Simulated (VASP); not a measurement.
# ZrO2 (so) (P4_2/nmc) in VASP: single point with PBE

Aim: the single point of ZrO2 (so) with PBE.

Program: VASP 6.6.1. These are calculated values, not measurements. Logs are shortened: lines on timing, memory, paths and dates and some standing lists are left out, and cuts for length are marked.

## (1) The cell of the first run

Symmetry: P4_2/nmc, No. 137, tetragonal system. Conventional cell: a = 3.621 Å, b = 3.621 Å, c = 5.283 Å, α = 90.00°, β = 90.00°, γ = 90.00°. Within 2.8 Å of Zr (site symmetry -4m2) lie 8 O at 2.08 to 2.43 Å. O (site symmetry 2mm) has 4 Zr at 2.08 to 2.43 Å and 6 O at 2.63 to 2.64 Å within 2.8 Å.

## (2) Single point, PBE, non-collinear spin, zero start, spin-orbit coupling

Contents of INCAR:

```
SYSTEM = ZrO2
PREC = Accurate
ENCUT = 520
EDIFF = 1E-6
ISMEAR = 0
SIGMA = 0.02
LREAL = .FALSE.
LASPH = .TRUE.
NELM = 150
ALGO = Normal
ISIF = 2
LWAVE = .FALSE.
LCHARG = .FALSE.
MAGMOM = 0 0 0 0 0 0 0 0 0 0 0 0 0 0 0 0 0 0
LORBIT = 11
LSORBIT = .TRUE.
GGA_COMPAT = .FALSE.
LORBMOM = .TRUE.
LMAXMIX = 4
GGA = PE
NBANDS = 64
```

Contents of KPOINTS:

```
regular mesh
0
G
  6 6 4
  0 0 0
```

Contents of POSCAR:

```
ZrO2
1.0
    3.6210187249      0.0000000000      0.0000000000
    0.0000000000      3.6210187249      0.0000000000
    0.0000000000      0.0000000000      5.2831159144
Zr O
2 4
Direct
    0.0000000000      0.0000000000      0.0000000000
    0.5000000000      0.5000000000      0.5000000000
    0.0000000000      0.5000000000      0.1927345843
    0.0000000000      0.5000000000      0.6927345843
    0.5000000000      0.0000000000      0.3072654157
    0.5000000000      0.0000000000      0.8072654157
```

Potentials or basis: VASP PAW PBE potentials, release 64 (Zr_sv, O).

Started as:

```sh
> cat potpaw_PBE.64/Zr_sv/POTCAR potpaw_PBE.64/O/POTCAR > POTCAR
> mpirun -np 1 vasp_ncl > vasp.out
```

OUTCAR:

```text
SYSTEM = ZrO2
   PREC = Accurate
   ENCUT = 520
   EDIFF = 1E-6
   ISMEAR = 0
   LREAL = .FALSE.
   LASPH = .TRUE.
   NELM = 150
   ISIF = 2
   LORBIT = 11
   LSORBIT = .TRUE.
   GGA = PE

 ion  position               nearest neighbor table
   1  0.000  0.000  0.000-   3 2.08   6 2.08   3 2.08   6 2.08   5 2.43   4 2.43   5 2.43   4 2.43
                             2 3.68   2 3.68   2 3.68   2 3.68   2 3.68   2 3.68   2 3.68   2 3.68
   2  0.500  0.500  0.500-   4 2.08   5 2.08   5 2.08   4 2.08   3 2.43   6 2.43   3 2.43   6 2.43
                             1 3.68   1 3.68   1 3.68   1 3.68   1 3.68   1 3.68   1 3.68   1 3.68
   3  0.000  0.500  0.193-   1 2.08   1 2.08   2 2.43   2 2.43
   4  0.000  0.500  0.693-   2 2.08   2 2.08   1 2.43   1 2.43
   5  0.500  0.000  0.307-   2 2.08   2 2.08   1 2.43   1 2.43
   6  0.500  0.000  0.807-   1 2.08   1 2.08   2 2.43   2 2.43

  LATTYP: Found a simple tetragonal cell.
 ALAT       =     3.6210187249
 C/A-ratio  =     1.4590136964

  Lattice vectors:

 A1 = (   3.6210187249,   0.0000000000,   0.0000000000)
 A2 = (   0.0000000000,   3.6210187249,   0.0000000000)
 A3 = (   0.0000000000,   0.0000000000,   5.2831159144)

Analysis of symmetry for initial positions (statically):
=====================================================================
 Subroutine PRICEL returns:
 Original cell was already a primitive cell.

 Routine SETGRP: Setting up the symmetry group for a
 simple tetragonal supercell.

 Subroutine GETGRP returns: Found 16 space group operations
 (whereof  8 operations were pure point group operations)
 out of a pool of 16 trial point group operations.

The static configuration has the point symmetry D_2d.
 The point group associated with its full space group is D_4h.

Analysis of symmetry for dynamics (positions and initial velocities):
=====================================================================
 Subroutine PRICEL returns:
 Original cell was already a primitive cell.

 Routine SETGRP: Setting up the symmetry group for a
 simple tetragonal supercell.

 Subroutine GETGRP returns: Found 16 space group operations
 (whereof  8 operations were pure point group operations)
 out of a pool of 16 trial point group operations.

The dynamic configuration has the point symmetry D_2d.
 The point group associated with its full space group is D_4h.

Analysis of structural, dynamic, and magnetic symmetry:
=====================================================================
 Subroutine PRICEL returns:
 Original cell was already a primitive cell.

 Routine SETGRP: Setting up the symmetry group for a
 simple tetragonal supercell.

 Subroutine GETGRP returns: Found 16 space group operations
 (whereof  8 operations were pure point group operations)
 out of a pool of 16 trial point group operations.

The overall configuration has the point symmetry D_2d.
 The point group associated with its full space group is D_4h.

 Subroutine INISYM returns: Found 16 space group operations
 (whereof  8 operations are pure point group operations),
 and found     1 'primitive' translations

----------------------------------------------------------------------------------------

                                     Primitive cell

  volume of cell :      69.2710

  direct lattice vectors                    reciprocal lattice vectors
     3.621018725  0.000000000  0.000000000     0.276165377  0.000000000  0.000000000
     0.000000000  3.621018725  0.000000000     0.000000000  0.276165377  0.000000000
     0.000000000  0.000000000  5.283115914     0.000000000  0.000000000  0.189282237

  length of vectors
     3.621018725  3.621018725  5.283115914     0.276165377  0.276165377  0.189282237

  position of ions in fractional coordinates (direct lattice)
     0.000000000  0.000000000  0.000000000
     0.500000000  0.500000000  0.500000000
     0.000000000  0.500000000  0.192734584
     0.000000000  0.500000000  0.692734584
     0.500000000  0.000000000  0.307265416
     0.500000000  0.000000000  0.807265416

  ion indices of the primitive-cell ions
   primitive index   ion index
                 1           1
                 2           2
                 3           3
                 4           4
                 5           5
                 6           6

----------------------------------------------------------------------------------------

 KPOINTS: regular mesh

Automatic generation of k-mesh.
 Grid dimensions read from file:
 generate k-points for:    6    6    4

 Generating k-lattice:

  Cartesian coordinates                     Fractional coordinates (reciprocal lattice)
     0.046027563  0.000000000  0.000000000     0.166666667  0.000000000  0.000000000
     0.000000000  0.046027563  0.000000000     0.000000000  0.166666667  0.000000000
[... 93 lines left out ...]
 NGX is ok and might be reduce to    28
   NGX = 13   NGY = 13   NGZ = 19

 number of electron      48.0000024 magnetization       0.0000000      0.0000000      0.0000000

 number of electron      48.0000024 magnetization      -0.0000000     -0.0000000     -0.0000000

 number of electron      48.0000024 magnetization      -0.0000000      0.0000000      0.0000000

 number of electron      48.0000024 magnetization      -0.0000000      0.0000000     -0.0000000

 Free energy of the ion-electron system (eV)
  ---------------------------------------------------
  ext. energy  EPLUGINS =         0.00000000
  ---------------------------------------------------
  free energy    TOTEN  =       -57.47545537 eV

  energy without entropy =      -57.47545537  energy(sigma->0) =      -57.47545537

 E-fermi :   6.1951     XC(G=0): -11.5018

 val. band max:        6.0170674396   @ k =   0.3333   0.1667   0.0000
 cond. band min:      10.0627368471   @ k =   0.0000   0.0000   0.0000
 fundamental gap:      4.0456694074
 Fermi energy:         6.1950810661

 k-point     1 :       0.0000    0.0000    0.0000
  band No.  band energies     occupation
      1     -41.4483      1.00000
      2     -41.4483      1.00000
      3     -41.4034      1.00000
      4     -41.4034      1.00000
      5     -20.7645      1.00000
      6     -20.7645      1.00000
[... 1501 lines left out ...]
     59      12.3047      0.00000
     60      12.3047      0.00000

 [... further k-points ...]

 [bands above 60 left out]

------------------------ aborting loop because EDIFF is reached ----------------------------------------

  FORCE on cell =-STRESS in cart. coord.  units (eV):
  Direction    XX          YY          ZZ          XY          YZ          ZX
  --------------------------------------------------------------------------------------
  -------------------------------------------------------------------------------------
  Total        0.1574514      0.1574514      0.1047881      0.0000000      0.0000000      0.0000000
  in kB        3.6417098      3.6417098      2.4236544      0.0000000      0.0000000      0.0000000
  external PRESSURE =       3.2356913 kB  Pullay stress =       0.0000000 kB

 VOLUME and BASIS-vectors are now :
 -----------------------------------------------------------------------------
  energy-cutoff  :      520.00
  volume of cell :       69.27
      direct lattice vectors                 reciprocal lattice vectors
     3.621018725  0.000000000  0.000000000     0.276165377  0.000000000  0.000000000
     0.000000000  3.621018725  0.000000000     0.000000000  0.276165377  0.000000000
     0.000000000  0.000000000  5.283115914     0.000000000  0.000000000  0.189282237

 POSITION                                       TOTAL-FORCE (eV/Angst)
 -----------------------------------------------------------------------------------
      0.00000      0.00000      0.00000        -0.000000      0.000000      0.000000
      1.81051      1.81051      2.64156         0.000000     -0.000000      0.000000
      0.00000      1.81051      1.01824        -0.000000      0.000000      0.019845
      0.00000      1.81051      3.65980        -0.000000      0.000000      0.019845
      1.81051      0.00000      1.62332         0.000000      0.000000     -0.019845
      1.81051      0.00000      4.26488        -0.000000      0.000000     -0.019845
 -----------------------------------------------------------------------------------
    total drift:                                0.000000      0.000000      0.000000

  FREE ENERGIE OF THE ION-ELECTRON SYSTEM (eV)
  ---------------------------------------------------
  free  energy   TOTEN  =       -57.4754553699 eV

  energy  without entropy=      -57.4754553699  energy(sigma->0) =      -57.47545537

 orbital moment (x)

 # of ion     p       d       tot
 ----------------------------------------
  1         0.000  -0.000  -0.000
  2         0.000  -0.000  -0.000
  3        -0.000   0.000  -0.000
  4         0.000   0.000   0.000
  5        -0.000   0.000  -0.000
  6         0.000   0.000   0.000
 ----------------------------------------
           -0.000  -0.000  -0.000

 orbital moment (y)

 # of ion     p       d       tot
 ----------------------------------------
  1         0.000   0.000   0.000
  2         0.000   0.000   0.000
  3         0.000   0.000   0.000
  4         0.000   0.000   0.000
  5         0.000   0.000   0.000
  6         0.000   0.000   0.000
 ----------------------------------------
            0.000   0.000   0.000

 orbital moment (z)

 # of ion     p       d       tot
 ----------------------------------------
  1         0.000   0.000   0.000
  2         0.000   0.000   0.000
  3         0.000   0.000   0.000
  4         0.000   0.000   0.000
  5         0.000   0.000   0.000
  6         0.000   0.000   0.000
 ----------------------------------------
            0.000   0.000   0.000

 Spin-Orbit-Coupling matrix elements

 Ion:    1  E_soc:     -0.1336282
 l=   1
     0.0000000    -0.0219296    -0.0219080
    -0.0219296     0.0000000    -0.0219296
    -0.0219080    -0.0219296     0.0000000
 l=   2
     0.0000000    -0.0000636     0.0000000    -0.0000636    -0.0002743
    -0.0000636     0.0000000    -0.0001858    -0.0000929    -0.0000906
     0.0000000    -0.0001858     0.0000000    -0.0001858     0.0000000
    -0.0000636    -0.0000929    -0.0001858     0.0000000    -0.0000906
    -0.0002743    -0.0000906     0.0000000    -0.0000906     0.0000000
 l=   3
     0.0000000     0.0000000     0.0000000     0.0000000     0.0000000     0.0000000     0.0000000
     0.0000000     0.0000000     0.0000000     0.0000000     0.0000000     0.0000000     0.0000000
     0.0000000     0.0000000     0.0000000     0.0000000     0.0000000     0.0000000     0.0000000
     0.0000000     0.0000000     0.0000000     0.0000000     0.0000000     0.0000000     0.0000000
[... 89 lines left out ...]
 l=   2
     0.0000000     0.0000000     0.0000000     0.0000000     0.0000000
     0.0000000     0.0000000     0.0000000     0.0000000     0.0000000
     0.0000000     0.0000000     0.0000000     0.0000000     0.0000000
     0.0000000     0.0000000     0.0000000     0.0000000     0.0000000
     0.0000000     0.0000000     0.0000000     0.0000000     0.0000000
 l=   3
     0.0000000     0.0000000     0.0000000     0.0000000     0.0000000     0.0000000     0.0000000
     0.0000000     0.0000000     0.0000000     0.0000000     0.0000000     0.0000000     0.0000000
     0.0000000     0.0000000     0.0000000     0.0000000     0.0000000     0.0000000     0.0000000
     0.0000000     0.0000000     0.0000000     0.0000000     0.0000000     0.0000000     0.0000000
     0.0000000     0.0000000     0.0000000     0.0000000     0.0000000     0.0000000     0.0000000
     0.0000000     0.0000000     0.0000000     0.0000000     0.0000000     0.0000000     0.0000000
     0.0000000     0.0000000     0.0000000     0.0000000     0.0000000     0.0000000     0.0000000

 total charge

# of ion       s       p       d       tot
------------------------------------------
    1        2.176   6.046   1.371   9.593
    2        2.176   6.046   1.371   9.593
    3        1.565   3.523   0.000   5.088
    4        1.565   3.523   0.000   5.088
    5        1.565   3.523   0.000   5.088
    6        1.565   3.523   0.000   5.088
--------------------------------------------------
tot         10.612  26.183   2.742  39.537

 magnetization (x)

# of ion       s       p       d       tot
------------------------------------------
    1       -0.000   0.000   0.000  -0.000
    2       -0.000   0.000   0.000  -0.000
    3        0.000   0.000   0.000   0.000
    4        0.000   0.000   0.000   0.000
    5        0.000   0.000   0.000   0.000
    6        0.000   0.000   0.000   0.000
--------------------------------------------------
tot         -0.000   0.000   0.000  -0.000

 magnetization (y)

# of ion       s       p       d       tot
------------------------------------------
    1        0.000   0.000   0.000   0.000
    2        0.000   0.000   0.000   0.000
    3        0.000   0.000   0.000   0.000
    4       -0.000   0.000   0.000   0.000
    5        0.000   0.000   0.000   0.000
    6        0.000  -0.000   0.000  -0.000
--------------------------------------------------
tot         -0.000   0.000   0.000   0.000

 magnetization (z)

# of ion       s       p       d       tot
------------------------------------------
    1        0.000  -0.000  -0.000  -0.000
    2        0.000   0.000   0.000   0.000
    3       -0.000   0.000   0.000  -0.000
    4        0.000   0.000   0.000   0.000
    5       -0.000   0.000   0.000  -0.000
    6       -0.000  -0.000   0.000  -0.000
--------------------------------------------------
tot         -0.000  -0.000  -0.000  -0.000
```

Wall time 2.3 min (1 thread of Intel Xeon 6975P-C (Granite Rapids), shared host); peak memory 0.4 GiB.

Results:

* Free energy: -57.4755 eV
* Pressure: 0.3 GPa
* Largest force: 0.020 eV/Å
* Net moment: 0.00 μB per cell
* Valence electrons inside the program's atomic spheres: Zr 9.59; O 5.09

Forces in eV/Å, atoms in the order of the input:
```
Zr   0.000  0.000  0.000
Zr   0.000  0.000  0.000
O    0.000  0.000  0.020
O    0.000  0.000  0.020
O    0.000  0.000 -0.020
O    0.000  0.000 -0.020
```

Moments on the atoms (μB; x, y, z):
```
Zr  0.00 0.00 0.00
Zr  0.00 0.00 0.00
O   0.00 0.00 0.00
O   0.00 0.00 0.00
O   0.00 0.00 0.00
O   0.00 0.00 0.00
```
